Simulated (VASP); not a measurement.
Set up this calculation in VASP 6.6.1, as the native input.

- Task: single point
- Functional: PBEsol
- Potentials or basis: VASP PAW PBE potentials, release 64 (Zn)
- Cutoff: 520 eV
- k mesh: 18 × 18 × 8
- Occupations: fermi-dirac, width 0.03 eV
- Spin: no spin polarisation
- Dipole correction: no
- Further INCAR settings: ALGO = Normal; EDIFF = 1e-06; NBANDS = 19

The structure of Zn lies in POSCAR:

```
Zn
1.0
    2.6647980532      0.0399719708      0.0399719708
   -1.2977822844      2.2877968246      0.0146307568
    0.0742005000      0.0742005000      4.9467000000
Zn
2
Direct
    0.3333333333      0.6666666667      0.2500000000
    0.6666666667      0.3333333333      0.7500000000
```

This cell differs from its parent crystal: equal xy, yz and zx shear strains of +3 %.

One way to write it, as run:

INCAR

```
PREC = Accurate
ENCUT = 520
EDIFF = 1E-6
ISMEAR = -1
SIGMA = 0.03
LREAL = F
LASPH = T
NELM = 100
ALGO = Normal
ISIF = 2
LWAVE = F
LCHARG = T
GGA = PS
LELF = T
LVHAR = T
NBANDS = 19
```

KPOINTS

```
Automatic mesh
0
Gamma
  18 18 8
```

Potentials or basis: VASP PAW PBE potentials, release 64 (Zn).

The run is started by

```console
$ cat potpaw_PBE.64/Zn/POTCAR > POTCAR
$ mpirun -np 1 vasp_std > vasp.out
```

Results of the run:

- Pressure: -4.8 GPa
- Largest force: 0.020 eV/Å
- Band gap on the k mesh: zero (bands 12 and 13 overlap by 4.71 eV)

Caveat: the cell differs from its parent crystal (equal xy, yz and zx shear strains of +3 %); the cell stands under tension; the PAW data sets were made with another functional, which shifts forces and pressure a little.

It took 7.5 min on 1 thread of AMD EPYC 7R13, with other jobs on the host, peak memory 0.62 GiB.
